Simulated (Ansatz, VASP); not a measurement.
GaGe in VASP and in Ansatz

The input INCAR:

```
PREC = Accurate
ENCUT = 520
EDIFF = 1E-7
ISMEAR = 0
SIGMA = 0.15
LREAL = False
LASPH = True
NELM = 60
ALGO = Normal
ISIF = 2
LWAVE = False
LCHARG = False
GGA = PE
NBANDS = 20
```

The input KPOINTS:

```
regular mesh
0
Gamma
  14 14 14
```

Contents of POSCAR:

```
GaGe
1.0
    0.0000000000      2.8109086800      2.8109086800
    2.8109086800      0.0000000000      2.8109086800
    2.8109086800      2.8109086800      0.0000000000
Ga Ge
1 1
Direct
    0.7500000000      0.7500000000      0.7500000000
    0.0000000000      0.0000000000      0.0000000000
```

Input for Ansatz:

```yaml
crystal:
  lattice:
    - [0.0, 2.81090868, 2.81090868]
    - [2.81090868, 0.0, 2.81090868]
    - [2.81090868, 2.81090868, 0.0]
  atoms:
    - { symbol: Ga, position: [0.75, 0.75, 0.75] }
    - { symbol: Ge, position: [0.0, 0.0, 0.0] }
basis:
  ecutwfc: 420
kpoints:
  mp_grid: { grid: [14, 14, 14] }
hamiltonian:
  xc: pbe
scf:
  occupations: { method: gaussian, width: 0.15 }
output:
  forces: true
  stress: true
  eigenvalues: true
```

Change from the starting cell: strain -0.030 along x and y, -0.030 along z, atoms carried along.

Alike in both runs: task single point; functional PBE; k mesh 14 × 14 × 14; occupations gaussian, width 0.15 eV; no spin polarisation.

|  | VASP | Ansatz |
| --- | --- | --- |
| version | VASP 6.6.1 | Ansatz 0.2.0 |
| potentials or method | VASP PAW PBE potentials, release 64 (Ga_d, Ge_d), cutoff 520 eV | scalar-relativistic, plane waves, PAW |
| valence electrons in the cell | 27 | 27 |

```tsv
	VASP	Ansatz	Ansatz less VASP
gap on the k mesh at the Fermi level (eV)	none	none	-
pressure (GPa)	5.7	5.6	-0.06
```

A gap of «none» marks a metal or a gap that the smearing closes.
